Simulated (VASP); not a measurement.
# MgO (rocksalt type) (Fm-3m) in VASP: notebook, part 2 of 2

VASP 6.6.1. Earlier steps stand in the parts before.

## (3) Single point, PBE

Contents of INCAR:

```
  ALGO = Normal
  EDIFF = 1E-7
  ENCUT = 520
  GGA = PE
  ISIF = 2
  ISMEAR = -1
  LASPH = T
  LCHARG = F
  LREAL = F
  LWAVE = F
  NBANDS = 11
  NELM = 80
  PREC = Accurate
  SIGMA = 0.08
```

Contents of KPOINTS:

```
k-points
0
Gamma
  18 18 18
```

Contents of POSCAR:

```
MgO
1.0
    0.0000000000      1.8137152774      1.8137152774
    1.8137152774      0.0000000000      1.8137152774
    1.8137152774      1.8137152774      0.0000000000
Mg O
1 1
Direct
    0.0000000000      0.0000000000      0.0000000000
    0.5000000000      0.5000000000      0.5000000000
```

Potentials or basis: VASP PAW PBE potentials, release 64 (Mg, O).

Started as:

```bash
$ cat potpaw_PBE.64/Mg/POTCAR potpaw_PBE.64/O/POTCAR > POTCAR
$ mpirun -np 1 vasp_std > vasp.out
```

OUTCAR:

```text
EDIFF = 1E-7
   ENCUT = 520
   GGA = PE
   ISIF = 2
   ISMEAR = -1
   LASPH = T
   LREAL = F
   NELM = 80
   PREC = Accurate

 ion  position               nearest neighbor table
   1  0.000  0.000  0.000-   2 1.81   2 1.81   2 1.81   2 1.81   2 1.81   2 1.81
   2  0.500  0.500  0.500-   1 1.81   1 1.81   1 1.81   1 1.81   1 1.81   1 1.81

  LATTYP: Found a face centered cubic cell.
 ALAT       =     3.6274305548

  Lattice vectors:

 A1 = (   0.0000000000,   1.8137152774,   1.8137152774)
 A2 = (   1.8137152774,   0.0000000000,   1.8137152774)
 A3 = (   1.8137152774,   1.8137152774,   0.0000000000)

Analysis of symmetry for initial positions (statically):
=====================================================================
 Subroutine PRICEL returns:
 Original cell was already a primitive cell.

 Routine SETGRP: Setting up the symmetry group for a
 face centered cubic supercell.

 Subroutine GETGRP returns: Found 48 space group operations
 (whereof 48 operations were pure point group operations)
 out of a pool of 48 trial point group operations.

The static configuration has the point symmetry O_h .

Analysis of symmetry for dynamics (positions and initial velocities):
=====================================================================
 Subroutine PRICEL returns:
 Original cell was already a primitive cell.

 Routine SETGRP: Setting up the symmetry group for a
 face centered cubic supercell.

 Subroutine GETGRP returns: Found 48 space group operations
 (whereof 48 operations were pure point group operations)
 out of a pool of 48 trial point group operations.

The dynamic configuration has the point symmetry O_h .

 Subroutine INISYM returns: Found 48 space group operations
 (whereof 48 operations are pure point group operations),
 and found     1 'primitive' translations

----------------------------------------------------------------------------------------

                                     Primitive cell

  volume of cell :      11.9327

  direct lattice vectors                    reciprocal lattice vectors
     0.000000000  1.813715277  1.813715277    -0.275677228  0.275677228  0.275677228
     1.813715277  0.000000000  1.813715277     0.275677228 -0.275677228  0.275677228
     1.813715277  1.813715277  0.000000000     0.275677228  0.275677228 -0.275677228

  length of vectors
     2.564980744  2.564980744  2.564980744     0.477486965  0.477486965  0.477486965

  position of ions in fractional coordinates (direct lattice)
     0.000000000  0.000000000  0.000000000
     0.500000000  0.500000000  0.500000000

  ion indices of the primitive-cell ions
   primitive index   ion index
                 1           1
                 2           2

----------------------------------------------------------------------------------------

 KPOINTS: k-points

Automatic generation of k-mesh.
 Grid dimensions read from file:
 generate k-points for:   18   18   18

 Generating k-lattice:

  Cartesian coordinates                     Fractional coordinates (reciprocal lattice)
    -0.015315402  0.015315402  0.015315402     0.055555556  0.000000000  0.000000000
     0.015315402 -0.015315402  0.015315402     0.000000000  0.055555556  0.000000000
     0.015315402  0.015315402 -0.015315402     0.000000000  0.000000000  0.055555556

  Length of vectors
     0.026527054  0.026527054  0.026527054

  Shift w.r.t. Gamma in fractional coordinates (k-lattice)
     0.000000000  0.000000000  0.000000000

 Subroutine IBZKPT returns following result:
 ===========================================

 Found    195 irreducible k-points:

 Following reciprocal coordinates:
            Coordinates               Weight
  0.000000  0.000000  0.000000      1.000000
  0.055556  0.000000  0.000000      8.000000
  0.111111  0.000000  0.000000      8.000000
  0.166667  0.000000  0.000000      8.000000
  0.222222  0.000000  0.000000      8.000000
  0.277778  0.000000  0.000000      8.000000
[... 16 lines left out ...]
 -0.277778  0.055556  0.000000     24.000000
 -0.222222  0.055556  0.000000     24.000000
 [... further k-points ...]
   k-points           NKPTS =    195   k-points in BZ     NKDIM =    195   number of bands    NBANDS=     11
   number of dos      NEDOS =    301   number of ions     NIONS =      2
   total plane-waves  NPLWV =   8000
   dimension x,y,z NGX =    20 NGY =   20 NGZ =   20
   dimension x,y,z NGXF=    40 NGYF=   40 NGZF=   40
   ions per type =               1   1
   NGX,Y,Z   is equivalent  to a cutoff of  12.96, 12.96, 12.96 a.u.
   NGXF,Y,Z  is equivalent  to a cutoff of  25.93, 25.93, 25.93 a.u.
 SYSTEM =  unknown system
   PREC   = accura    normal or accurate (medium, high low for compatibility)
   ISTART =      0    job   : 0-new  1-cont  2-samecut
   ICHARG =      2    charge: 1-file 2-atom 10-const
   ISPIN  =      1    spin polarized calculation?
   LNONCOLLINEAR =      F non collinear calculations
   LSORBIT =      F    spin-orbit coupling
   LASPH  =      T    aspherical Exc in radial PAW
   ENCUT  =  520.0 eV  38.22 Ry    6.18 a.u.   4.77  4.77  4.77*2*pi/ulx,y,z
   NELM   =     80;   NELMIN=  2; NELMDL= -5     # of ELM steps
   EDIFF  = 0.1E-06   stopping-criterion for ELM
   LREAL  =      F    real-space projection
   EDIFFG = 0.1E-05   stopping-criterion for IOM
   NSW    =      0    number of steps for IOM
   IBRION =     -1    ionic relax: 0-MD 1-quasi-New 2-CG
   NFREE  =      0    steps in history (QN), initial steepest desc. (CG)
   ISIF   =      2    stress and relaxation
   ISYM   =      2    0-nonsym 1-usesym 2-fastsym
   POTIM  = 0.5000    time-step for ionic-motion
   TEBEG  =    0.0;   TEEND  =   0.0 temperature during run
   PSTRESS=    0.0 pullay stress
   NELECT =       8.0000    total number of electrons
   NUPDOWN=      -1.0000    fix difference up-down
   EMIN   =  10.00;   EMAX   =-10.00  energy-range for DOS
   EFERMI =   0.00;   METHOD = LEGACY
   ISMEAR =    -1;   SIGMA  =   0.08  broadening in eV -4-tet -1-fermi 0-gaus
   EFERMI_NEDOS =   21; number of points for ismear=-14 and -15
   IALGO  =     38    algorithm
   IMIX   =      4    mixing-type and parameters
     AMIX     =   0.40;   BMIX     =  1.00
     AMIX_MAG =   1.60;   BMIX_MAG =  1.00
  volume/ion in A,a.u.               =       5.97        40.26
  Fermi-wavevector in a.u.,A,eV,Ry     =   1.432822  2.707642 27.932492  2.052980
  Thomas-Fermi vector in A             =   2.552408
   LORBIT       =      0    0 simple, 1 ext, 2 COOP (PROOUT), +10 PAW based schemes
   GGA     = PE    functional components
   LHFCALC =     F    Hartree Fock is set to
   AEXX    =    0.0000 exact exchange contribution
   IVDW    =     0    specifies the selected vdW correction
   LEPSILON=     F    determine dielectric tensor
   LRPA    =     F    only Hartree local field effects (RPA)
 non-spin polarized calculation
  energy-cutoff  :      520.00
  volume of cell :       11.93
 maximum number of plane-waves:       332
   NGX =  9   NGY =  9   NGZ =  9

 number of electron       7.9999995 magnetization

 Free energy of the ion-electron system (eV)
  ---------------------------------------------------
  ext. energy  EPLUGINS =         0.00000000
  ---------------------------------------------------
  free energy    TOTEN  =        -9.01444395 eV

  energy without entropy =       -9.01444395  energy(sigma->0) =       -9.01444395

 E-fermi :   9.0869     XC(G=0): -13.4070

 val. band max:        7.5179396804   @ k =   0.0000   0.0000   0.0000
 cond. band min:      16.6839452484   @ k =   0.5000   0.5000   0.0000
 fundamental gap:      9.1660055680
 Fermi energy:         9.0869203779

 k-point     1 :       0.0000    0.0000    0.0000
  band No.  band energies     occupation
      1     -12.7039      2.00000
      2       7.5179      2.00000
      3       7.5179      2.00000
      4       7.5179      2.00000
      5      17.9966      0.00000
      6      25.7110      0.00000
      7      25.7110      0.00000
      8      25.7110      0.00000
      9      31.0023      0.00000
     10      33.4179      0.00000
     11      33.4179      0.00000
[... 309 lines left out ...]
 k-point    24 :      -0.2222    0.0556    0.0000
  band No.  band energies     occupation
      1     -11.5359      2.00000
      2       4.0149      2.00000
      3       6.6308      2.00000
      4       6.8353      2.00000
      5      19.5997      0.00000
      6      23.0121      0.00000
      7      27.7104      0.00000
      8      27.9967      0.00000
      9      32.4907      0.00000
     10      33.6376      0.00000
     11      38.3510      0.00000

 [... further k-points ...]
[... 5 lines left out ...]
  --------------------------------------------------------------------------------------
  -------------------------------------------------------------------------------------
  Total       14.4093162     14.4093162     14.4093162      0.0000000      0.0000000     -0.0000000
  in kB     1934.7133328   1934.7133328   1934.7133328      0.0000000      0.0000000     -0.0000000
  external PRESSURE =    1934.7133328 kB  Pullay stress =       0.0000000 kB

 VOLUME and BASIS-vectors are now :
 -----------------------------------------------------------------------------
  energy-cutoff  :      520.00
  volume of cell :       11.93
      direct lattice vectors                 reciprocal lattice vectors
     0.000000000  1.813715277  1.813715277    -0.275677228  0.275677228  0.275677228
     1.813715277  0.000000000  1.813715277     0.275677228 -0.275677228  0.275677228
     1.813715277  1.813715277  0.000000000     0.275677228  0.275677228 -0.275677228

 POSITION                                       TOTAL-FORCE (eV/Angst)
 -----------------------------------------------------------------------------------
      0.00000      0.00000      0.00000        -0.000000     -0.000000      0.000000
      1.81372      1.81372      1.81372         0.000000      0.000000     -0.000000
 -----------------------------------------------------------------------------------
    total drift:                                0.000000      0.000000      0.000000

  FREE ENERGIE OF THE ION-ELECTRON SYSTEM (eV)
  ---------------------------------------------------
  free  energy   TOTEN  =        -9.0144439480 eV

  energy  without entropy=       -9.0144439479  energy(sigma->0) =       -9.01444395
```

Run time: 14 s. Hardware: 1 thread of Intel Xeon 6975P-C, shared host; peak memory 0.15 GiB.

What came out:

```
Free energy            : -9.0144 eV
Pressure               : 193.5 GPa
Band gap on the k mesh : 9.17 eV, indirect (least direct gap 10.48 eV)
```

A k mesh can miss the band edges. PBE gaps usually lie below the measured ones, often by a third to a half.
